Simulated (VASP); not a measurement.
# B (I4_1/amd) in VASP: single point with PBE

Aim: the single point of B with PBE.

All numbers are computed with VASP 6.6.1; they aren't measurements. Logs are shortened: lines on timing, memory, paths and dates and some standing lists are left out, and cuts for length are marked.

## Step 1: The cell of the first run

Symmetry: I4_1/amd, No. 141, tetragonal system. The conventional cell has a = 4.487 Å, b = 4.487 Å, c = 1.595 Å, α = 90.00°, β = 90.00°, γ = 90.00°. B (site symmetry -4m2) has 2 B at 1.60 Å within 2.1 Å.

## Step 2: Single point, PBE

Input file INCAR:

```
PREC     = Accurate       # precision mode
ENCUT    = 520            # plane-wave cutoff, eV
EDIFF    = 1E-7           # SCF threshold, eV
ISMEAR   = 0              # smearing method
SIGMA    = 0.1            # smearing width, eV
LREAL    = F              # projectors in reciprocal space
LASPH    = T              # aspherical terms in the spheres
NELM     = 60             # most SCF steps
ALGO     = Normal         # electronic algorithm
ISIF     = 2              # what is computed and relaxed
LWAVE    = F              # write WAVECAR
LCHARG   = T              # write CHGCAR
GGA      = PE             # functional
LELF     = T              # ELF
LVHAR    = T            
NBANDS   = 10             # bands
```

Input file KPOINTS:

```
regular mesh
0
Gamma
  10 10 10
```

Input file POSCAR:

```
B
1.0
   -2.2433945674      2.2433945674      0.7975212630
    2.2433945674     -2.2433945674      0.7975212630
    2.2433945674      2.2433945674     -0.7975212630
B
2
Direct
    0.0000000000      0.0000000000      0.0000000000
    0.7500000000      0.2500000000      0.5000000000
```

Potentials or basis: VASP PAW PBE potentials, release 64 (B).

The run is started by

```bash
$ cat potpaw_PBE.64/B/POTCAR > POTCAR
$ mpirun -np 1 vasp_std > vasp.out
```

OUTCAR:

```text
PREC = Accurate
   ENCUT = 520
   EDIFF = 1E-7
   ISMEAR = 0
   LREAL = F
   LASPH = T
   NELM = 60
   ISIF = 2
   GGA = PE

 ion  position               nearest neighbor table
   1  0.000  0.000  0.000-
   2  0.750  0.250  0.500-

  LATTYP: Found a body centered tetragonal cell.
 ALAT       =     4.4867891348
 C/A-ratio  =     0.3554975458

  Lattice vectors:

 A1 = (  -2.2433945674,   2.2433945674,   0.7975212630)
 A2 = (   2.2433945674,  -2.2433945674,   0.7975212630)
 A3 = (   2.2433945674,   2.2433945674,  -0.7975212630)

Analysis of symmetry for initial positions (statically):
=====================================================================
 Subroutine PRICEL returns:
 Original cell was already a primitive cell.

 Routine SETGRP: Setting up the symmetry group for a
 body centered tetragonal supercell.

 Subroutine GETGRP returns: Found 16 space group operations
 (whereof  8 operations were pure point group operations)
 out of a pool of 16 trial point group operations.

The static configuration has the point symmetry D_2d.
 The point group associated with its full space group is D_4h.

Analysis of symmetry for dynamics (positions and initial velocities):
=====================================================================
 Subroutine PRICEL returns:
 Original cell was already a primitive cell.

 Routine SETGRP: Setting up the symmetry group for a
 body centered tetragonal supercell.

 Subroutine GETGRP returns: Found 16 space group operations
 (whereof  8 operations were pure point group operations)
 out of a pool of 16 trial point group operations.

The dynamic configuration has the point symmetry D_2d.
 The point group associated with its full space group is D_4h.

 Subroutine INISYM returns: Found 16 space group operations
 (whereof  8 operations are pure point group operations),
 and found     1 'primitive' translations

----------------------------------------------------------------------------------------

                                     Primitive cell

  volume of cell :      16.0551

  direct lattice vectors                    reciprocal lattice vectors
    -2.243394567  2.243394567  0.797521263     0.000000000  0.222876532  0.626942532
     2.243394567 -2.243394567  0.797521263     0.222876532  0.000000000  0.626942532
     2.243394567  2.243394567 -0.797521263     0.222876532  0.222876532  0.000000000

  length of vectors
     3.271342008  3.271342008  3.271342008     0.665380257  0.665380257  0.315195014

  position of ions in fractional coordinates (direct lattice)
     0.000000000  0.000000000  0.000000000
     0.750000000  0.250000000  0.500000000

  ion indices of the primitive-cell ions
   primitive index   ion index
                 1           1
                 2           2

----------------------------------------------------------------------------------------

 KPOINTS: regular mesh

Automatic generation of k-mesh.
 Grid dimensions read from file:
 generate k-points for:   10   10   10

 Generating k-lattice:

  Cartesian coordinates                     Fractional coordinates (reciprocal lattice)
     0.000000000  0.022287653  0.062694253     0.100000000  0.000000000  0.000000000
     0.022287653  0.000000000  0.062694253     0.000000000  0.100000000  0.000000000
     0.022287653  0.022287653  0.000000000     0.000000000  0.000000000  0.100000000

  Length of vectors
     0.066538026  0.066538026  0.031519501

  Shift w.r.t. Gamma in fractional coordinates (k-lattice)
     0.000000000  0.000000000  0.000000000

 Subroutine IBZKPT returns following result:
 ===========================================

 Found    102 irreducible k-points:

 Following reciprocal coordinates:
            Coordinates               Weight
  0.000000  0.000000  0.000000      1.000000
  0.100000 -0.000000  0.000000      8.000000
  0.200000 -0.000000  0.000000      8.000000
  0.300000 -0.000000  0.000000      8.000000
  0.400000 -0.000000  0.000000      8.000000
  0.500000  0.000000 -0.000000      4.000000
[... 16 lines left out ...]
  0.300000  0.300000 -0.000000      8.000000
  0.400000  0.300000  0.000000     16.000000
 [... further k-points ...]
   k-points           NKPTS =    102   k-points in BZ     NKDIM =    102   number of bands    NBANDS=     10
   number of dos      NEDOS =    301   number of ions     NIONS =      2
   total plane-waves  NPLWV =  13824
   dimension x,y,z NGX =    24 NGY =   24 NGZ =   24
   dimension x,y,z NGXF=    48 NGYF=   48 NGZF=   48
   ions per type =               2
   NGX,Y,Z   is equivalent  to a cutoff of  12.20, 12.20, 12.20 a.u.
   NGXF,Y,Z  is equivalent  to a cutoff of  24.39, 24.39, 24.39 a.u.
 SYSTEM =  unknown system
   PREC   = accura    normal or accurate (medium, high low for compatibility)
   ISTART =      0    job   : 0-new  1-cont  2-samecut
   ICHARG =      2    charge: 1-file 2-atom 10-const
   ISPIN  =      1    spin polarized calculation?
   LNONCOLLINEAR =      F non collinear calculations
   LSORBIT =      F    spin-orbit coupling
   LASPH  =      T    aspherical Exc in radial PAW
   ENCUT  =  520.0 eV  38.22 Ry    6.18 a.u.   6.08  6.08  6.08*2*pi/ulx,y,z
   NELM   =     60;   NELMIN=  2; NELMDL= -5     # of ELM steps
   EDIFF  = 0.1E-06   stopping-criterion for ELM
   LREAL  =      F    real-space projection
   EDIFFG = 0.1E-05   stopping-criterion for IOM
   NSW    =      0    number of steps for IOM
   IBRION =     -1    ionic relax: 0-MD 1-quasi-New 2-CG
   NFREE  =      0    steps in history (QN), initial steepest desc. (CG)
   ISIF   =      2    stress and relaxation
   ISYM   =      2    0-nonsym 1-usesym 2-fastsym
   POTIM  = 0.5000    time-step for ionic-motion
   TEBEG  =    0.0;   TEEND  =   0.0 temperature during run
   PSTRESS=    0.0 pullay stress
   NELECT =       6.0000    total number of electrons
   NUPDOWN=      -1.0000    fix difference up-down
   EMIN   =  10.00;   EMAX   =-10.00  energy-range for DOS
   EFERMI =   0.00;   METHOD = LEGACY
   ISMEAR =     0;   SIGMA  =   0.10  broadening in eV -4-tet -1-fermi 0-gaus
   EFERMI_NEDOS =   21; number of points for ismear=-14 and -15
   IALGO  =     38    algorithm
   IMIX   =      4    mixing-type and parameters
     AMIX     =   0.40;   BMIX     =  1.00
     AMIX_MAG =   1.60;   BMIX_MAG =  1.00
  volume/ion in A,a.u.               =       8.03        54.17
  Fermi-wavevector in a.u.,A,eV,Ry     =   1.179200  2.228364 18.919066  1.390512
  Thomas-Fermi vector in A             =   2.315515
   LORBIT       =      0    0 simple, 1 ext, 2 COOP (PROOUT), +10 PAW based schemes
   GGA     = PE    functional components
   LHFCALC =     F    Hartree Fock is set to
   AEXX    =    0.0000 exact exchange contribution
   IVDW    =     0    specifies the selected vdW correction
   LEPSILON=     F    determine dielectric tensor
   LRPA    =     F    only Hartree local field effects (RPA)
 non-spin polarized calculation
 Gauss-broadening in eV      SIGMA  =   0.10
  energy-cutoff  :      520.00
  volume of cell :       16.06
 maximum number of plane-waves:       449
   NGX = 13   NGY = 13   NGZ = 13

 number of electron       6.0000000 magnetization

 Free energy of the ion-electron system (eV)
  ---------------------------------------------------
  ext. energy  EPLUGINS =         0.00000000
  ---------------------------------------------------
  free energy    TOTEN  =       -11.49587558 eV

  energy without entropy =      -11.49443682  energy(sigma->0) =      -11.49515620

 E-fermi :   5.8500     XC(G=0): -11.4197

 val. band max:        5.7987854463   @ k =  -0.3000  -0.4000   0.1000
 cond. band min:       5.8782304571   @ k =   0.5000   0.3000   0.1000
 fundamental gap:      0.0794450108
 Fermi energy:         5.8499577207

 k-point     1 :       0.0000    0.0000    0.0000
  band No.  band energies     occupation
      1      -8.8933      2.00000
      2       1.5527      2.00000
      3       1.5527      2.00000
      4       2.3994      2.00000
      5      11.0311      0.00000
      6      11.3277      0.00000
      7      11.3277      0.00000
      8      21.3019      0.00000
      9      23.1482      0.00000
     10      32.3990      0.00000

 k-point     2 :       0.1000   -0.0000    0.0000
  band No.  band energies     occupation
      1      -8.3855      2.00000
      2       1.2917      2.00000
      3       1.9559      2.00000
      4       3.4475      2.00000
      5      11.3392      0.00000
      6      11.8800      0.00000
      7      11.9204      0.00000
      8      22.0592      0.00000
      9      22.5406      0.00000
     10      29.8357      0.00000

 k-point     3 :       0.2000   -0.0000    0.0000
  band No.  band energies     occupation
      1      -6.8861      2.00000
      2       1.3596      2.00000
      3       3.2173      2.00000
      4       5.6769      1.98564
      5      11.4877      0.00000
      6      13.4827      0.00000
      7      14.5172      0.00000
      8      19.6420      0.00000
      9      24.9442      0.00000
     10      25.1803      0.00000

 k-point     4 :       0.3000   -0.0000    0.0000
  band No.  band energies     occupation
      1      -4.4948      2.00000
      2       1.8121      2.00000
      3       5.4206      2.00000
      4       8.7002      0.00000
      5      11.6647      0.00000
      6      15.8408      0.00000
      7      16.4444      0.00000
      8      18.6390      0.00000
      9      20.4989      0.00000
     10      27.9118      0.00000

 k-point     5 :       0.4000   -0.0000    0.0000
  band No.  band energies     occupation
      1      -1.5362      2.00000
      2       2.2872      2.00000
      3       8.5090      0.00000
      4      10.2322      0.00000
      5      11.5940      0.00000
      6      15.2414      0.00000
      7      17.1912      0.00000
      8      18.0087      0.00000
      9      22.8599      0.00000
     10      24.6038      0.00000

 k-point     6 :       0.5000    0.0000   -0.0000
  band No.  band energies     occupation
      1       0.4988      2.00000
      2       2.1766      2.00000
      3       8.7851      0.00000
      4      11.0585      0.00000
      5      11.8996      0.00000
      6      15.3554      0.00000
      7      17.0065      0.00000
      8      17.1031      0.00000
      9      23.2551      0.00000
     10      23.5774      0.00000
[... 183 lines left out ...]
 k-point    21 :      -0.3000    0.2000   -0.0000
  band No.  band energies     occupation
      1      -7.6550      2.00000
      2      -1.8261      2.00000
      3       2.5929      2.00000
      4       5.6158      1.99907
      5       8.5909      0.00000
      6      10.6773      0.00000
      7      15.1187      0.00000
      8      23.9172      0.00000
      9      26.3941      0.00000
     10      29.4881      0.00000

 k-point    22 :      -0.2000    0.2000    0.0000
  band No.  band energies     occupation
      1      -8.4048      2.00000
      2      -1.4356      2.00000
      3       2.0901      2.00000
      4       4.5085      2.00000
      5       9.3664      0.00000
      6      10.2721      0.00000
      7      13.3036      0.00000
      8      24.2136      0.00000
      9      24.5538      0.00000
     10      32.3691      0.00000

 k-point    23 :       0.3000    0.3000   -0.0000
  band No.  band energies     occupation
      1       0.1966      2.00000
      2       0.4367      2.00000
      3       8.5542      0.00000
      4       8.6564      0.00000
      5      11.4267      0.00000
      6      15.2389      0.00000
      7      17.3996      0.00000
      8      18.0427      0.00000
      9      25.3284      0.00000
     10      25.5328      0.00000

 k-point    24 :       0.4000    0.3000    0.0000
  band No.  band energies     occupation
      1      -2.4693      2.00000
      2      -1.4051      2.00000
      3       6.4000      0.00000
      4       7.4568      0.00000
      5      11.6967      0.00000
      6      13.0194      0.00000
      7      18.2057      0.00000
      8      19.7817      0.00000
      9      25.3592      0.00000
     10      27.7914      0.00000

 [... further k-points ...]

------------------------ aborting loop because EDIFF is reached ----------------------------------------

  FORCE on cell =-STRESS in cart. coord.  units (eV):
  Direction    XX          YY          ZZ          XY          YZ          ZX
  --------------------------------------------------------------------------------------
  -------------------------------------------------------------------------------------
  Total        0.0179634      0.0179634     -0.0173851      0.0000000      0.0000000      0.0000000
  in kB        1.7926041      1.7926041     -1.7348999      0.0000000      0.0000000      0.0000000
  external PRESSURE =       0.6167694 kB  Pullay stress =       0.0000000 kB

 VOLUME and BASIS-vectors are now :
 -----------------------------------------------------------------------------
  energy-cutoff  :      520.00
  volume of cell :       16.06
      direct lattice vectors                 reciprocal lattice vectors
    -2.243394567  2.243394567  0.797521263     0.000000000  0.222876532  0.626942532
     2.243394567 -2.243394567  0.797521263     0.222876532  0.000000000  0.626942532
     2.243394567  2.243394567 -0.797521263     0.222876532  0.222876532  0.000000000

 POSITION                                       TOTAL-FORCE (eV/Angst)
 -----------------------------------------------------------------------------------
      0.00000      0.00000      0.00000        -0.000000      0.000000      0.000000
      0.00000      2.24339      0.39876         0.000000     -0.000000     -0.000000
 -----------------------------------------------------------------------------------
    total drift:                                0.000000      0.000000     -0.000000

  FREE ENERGIE OF THE ION-ELECTRON SYSTEM (eV)
  ---------------------------------------------------
  free  energy   TOTEN  =       -11.4958755798 eV

  energy  without entropy=      -11.4944368171  energy(sigma->0) =      -11.49515620
```

It took 19 s on 1 thread of Intel Xeon 8259CL, shared host; peak memory 0.14 GiB.

Results:

| Quantity | Value |
| --- | --- |
| Free energy | -11.4959 eV |
| Pressure | 0.1 GPa |
| Band gap on the k mesh | zero (band 3 reaches 9.91 eV, above the bottom of band 4 at -2.17 eV) |

Caveat: the k points lie up to 0.42 Å⁻¹ apart.
